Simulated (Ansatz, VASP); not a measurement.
Two plane-wave programs on Na

```
CELL_PARAMETERS angstrom
3.71558 0.00000 0.00000
-1.85779 3.21779 0.00000
0.00000 0.00000 5.70076
ATOMIC_POSITIONS crystal
Na 0.33333 0.66667 0.25000
Na 0.66667 0.33333 0.75000
```

Alike in both runs: task single point; functional PBEsol; k mesh 15 × 15 × 8; occupations gaussian, width 0.1 eV; no spin polarisation.

|  | VASP | Ansatz |
| --- | --- | --- |
| version | VASP 6.6.1 | Ansatz 0.2.0 |
| potentials or method | VASP PAW PBE potentials, release 64 (Na_pv), cutoff 520 eV | scalar-relativistic, plane waves, PAW |
| valence electrons in the cell | 14 | 18 |

```tsv
	VASP	Ansatz	Ansatz less VASP
gap on the k mesh at the Fermi level (eV)	none	none	-
pressure (GPa)	0.2	0.6	+0.42
traceless stress, the component that is largest in VASP (GPa)	0.38	0.38	-0.002
```

VASP's potentials were made for PBE, not for PBEsol. A gap of «none» marks a metal or a gap that the smearing closes. With one functional, cell and mesh, what is left measures potentials, basis and numerics. VASP's potentials hold 14 valence electrons a cell and Ansatz's 18, so a difference there can come from the potentials and not from the codes.
